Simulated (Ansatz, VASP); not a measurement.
**One calculation of SiC, two programs**

The input INCAR:

```
SYSTEM = SiC
  ALGO = Normal
  EDIFF = 1E-6
  ENCUT = 520
  GGA = PE
  ISIF = 2
  ISMEAR = 0
  LASPH = .True.
  LCHARG = .False.
  LREAL = .False.
  LWAVE = .False.
  NBANDS = 26
  NELM = 60
  PREC = Accurate
  SIGMA = 0.05
```

Contents of KPOINTS:

```
k-points
0
Gamma
  10 10 3
  0 0 0
```

The input POSCAR:

```
SiC
1.0
   -3.0941201809      0.0000000000      0.0000000000
   -1.5470600905     -2.6795866790      0.0000000000
   -0.9282360543      0.0000000000     10.1293391998
Si C
4 4
Direct
    0.4884534104      0.6666666667      0.5940441877
    0.3051200770      0.3333333333      0.0940441877
    0.8967701330      1.0000000000      0.3440995566
    0.7467701330      1.0000000000      0.8440995566
    0.5448644329      0.6666666667      0.4060074460
    0.0615310995      0.3333333333      0.9060074460
   -0.0469943429      0.0000000000      0.1566478097
   -0.1969943429      0.0000000000      0.6566478097
```

Input for Ansatz:

```yaml
crystal:
  lattice:
    - [-3.0941201809, 0.0, 0.0]
    - [-1.5470600905, -2.679586679, 0.0]
    - [-0.9282360543, 0.0, 10.1293391998]
  atoms:
    - { symbol: Si, position: [0.4884534104, 0.6666666667, 0.5940441877] }
    - { symbol: Si, position: [0.305120077, 0.3333333333, 0.0940441877] }
    - { symbol: Si, position: [0.896770133, 1.0, 0.3440995566] }
    - { symbol: Si, position: [0.746770133, 1.0, 0.8440995566] }
    - { symbol: C, position: [0.5448644329, 0.6666666667, 0.406007446] }
    - { symbol: C, position: [0.0615310995, 0.3333333333, 0.906007446] }
    - { symbol: C, position: [-0.0469943429, 0.0, 0.1566478097] }
    - { symbol: C, position: [-0.1969943429, 0.0, 0.6566478097] }
basis:
  ecutwfc: 420
kpoints:
  mp_grid: { grid: [10, 10, 3] }
hamiltonian:
  xc: pbe
scf:
  occupations: { method: gaussian, width: 0.05 }
output:
  forces: true
  stress: true
  eigenvalues: true
```

Alike in both runs: task single point; functional PBE; k mesh 10 × 10 × 3; occupations gaussian, width 0.05 eV; no spin polarisation.

|  | VASP | Ansatz |
| --- | --- | --- |
| version | VASP 6.6.1 | Ansatz 0.2.0 |
| potentials or method | VASP PAW PBE potentials, release 64 (Si, C), cutoff 520 eV | scalar-relativistic, plane waves, PAW |
| valence electrons in the cell | 32 | 32 |

Ansatz gave:

```
gap on the k mesh at the Fermi level (eV)                     : 0.78
least direct gap on the mesh (eV)                             : 1.68
pressure (GPa)                                                : -1.1
traceless stress, the component that is largest in VASP (GPa) : 10.07
rms of the force components (eV/Å)                            : 0.572
```

Question: What did VASP give for the same quantities?

Answer: gap on the k mesh at the Fermi level (eV): 0.78; least direct gap on the mesh (eV): 1.68; pressure (GPa): -1.1; traceless stress, the component that is largest in VASP (GPa): 10.09; rms of the force components (eV/Å): 0.572.

Atom by atom the forces differ by 0.003 eV/Å (rms over components).
